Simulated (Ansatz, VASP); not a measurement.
## TiAl in VASP and in Ansatz

Contents of POSCAR:

```
TiAl
1.0
    3.1790640000      0.0000000000      0.0000000000
    0.0000000000      3.1790640000      0.0000000000
    0.0000000000      0.0000000000      3.1790640000
Ti Al
1 1
Direct
    0.0000000000     -0.1887347974      0.0000000000
    0.5000000000      0.5000000000      0.5000000000
```

Contents of INCAR.step1:

```
  ALGO = Normal
  EDIFF = 1E-4
  ENCUT = 520
  GGA = PE
  ISMEAR = 0
  LASPH = T
  LCHARG = F
  LREAL = F
  LWAVE = T
  NBANDS = 14
  NELM = 80
  PREC = Accurate
  SIGMA = 0.15
```

Contents of INCAR.step2:

```
  ALGO = Normal
  EDIFF = 1E-6
  ENCUT = 520
  ISIF = 2
  ISMEAR = 0
  ISTART = 1
  LASPH = T
  LCHARG = T
  LELF = T
  LMIXTAU = T
  LREAL = F
  LVHAR = T
  LWAVE = F
  METAGGA = R2SCAN
  NBANDS = 14
  NELM = 80
  PREC = Accurate
  SIGMA = 0.15
```

File KPOINTS:

```
k-points
0
Gamma
  16 16 16
```

Input for Ansatz:

```yaml
crystal:
  lattice:
    - [3.179064, 0.0, 0.0]
    - [0.0, 3.179064, 0.0]
    - [0.0, 0.0, 3.179064]
  atoms:
    - { symbol: Ti, position: [0.0, -0.1887347974, 0.0] }
    - { symbol: Al, position: [0.5, 0.5, 0.5] }
basis:
  ecutwfc: 500
kpoints:
  mp_grid: { grid: [16, 16, 16] }
hamiltonian:
  xc: r2scan
scf:
  occupations: { method: gaussian, width: 0.15 }
output:
  forces: true
  stress: true
  eigenvalues: true
```

Alike in both runs: task single point; functional r2SCAN; k mesh 16 × 16 × 16; occupations gaussian, width 0.15 eV; no spin polarisation.

```csv
,VASP,Ansatz
version,VASP 6.6.1,Ansatz 0.2.0
potentials or method,"VASP PAW PBE potentials, release 64 (Ti_sv, Al), cutoff 520 eV","scalar-relativistic, plane waves, PAW"
valence electrons in the cell,15,15
```

VASP gave:

* gap on the k mesh at the Fermi level (eV): none
* pressure (GPa): 13.0
* traceless stress, the component that is largest in VASP (GPa): -12.96
* rms of the force components (eV/Å): 2.043

Question: What did Ansatz give for the same quantities?

Answer: gap on the k mesh at the Fermi level (eV): none; pressure (GPa): 12.9; traceless stress, the component that is largest in VASP (GPa): -12.84; rms of the force components (eV/Å): 2.042.

VASP's potentials were made for PBE, not for r2SCAN. Atom by atom the forces differ by 0.001 eV/Å (rms over components). A gap of «none» marks a metal or a gap that the smearing closes.
